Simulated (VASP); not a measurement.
Crystal: Mo.

```
Mo
1.0
     2.73551    0.00000    0.00000
    -1.36776    2.36902    0.00000
     0.00000    0.00000    2.55518
Mo
1
Direct
  0.00000 0.00000 0.50000
```

| Quantity | Value |
| --- | --- |
| Program | VASP 6.6.1 |
| Task | relaxation of cell and atoms |
| Functional | PBEsol |
| Potentials or basis | VASP PAW PBE potentials, release 64 (Mo_sv) |
| Cutoff | 600 eV |
| k mesh | 11 × 11 × 11 |
| Occupations | methfessel-paxton, width 0.1 eV |
| Spin | no spin polarisation |

At the start: pressure -4.3 GPa; volume 16.56 Å³/atom.

Question: How do energy, volume and symmetry change on relaxing?

Answer: Over 8 steps the energy falls by 20.7 meV/atom and the volume is 16.24 Å³/atom (-1.9 %); space group P6/mmm (No. 191, to 0.05 Å).

The path:
| step | energy change (eV) | largest force (eV/Å) | pressure (GPa) | volume (Å³) |
| --- | --- | --- | --- | --- |
| 1 | 0.0000 | 0.0000 | -4.34 | 16.56 |
| 2 | 0.0280 | 0.0000 | 13.16 | 15.48 |
| 3 | -0.0197 | 0.0000 | 1.47 | 16.13 |
| 4 | -0.0197 | 0.0000 | 1.68 | 16.12 |
| 5 | -0.0180 | 0.0000 | -2.16 | 16.40 |
| 6 | -0.0207 | 0.0000 | 0.21 | 16.22 |
| 7 | -0.0207 | 0.0000 | -0.30 | 16.26 |
| 8 | -0.0207 | 0.0000 | 0.01 | 16.24 |

Final structure:
```
Mo
1.0
     2.74674    0.00000    0.00000
    -1.37337    2.37875    0.00000
     0.00000    0.00000    2.48523
Mo
1
Direct
  0.00000 0.00000 0.50000
```

Caveat: the PAW data sets were made with another functional, which shifts forces and pressure a little.
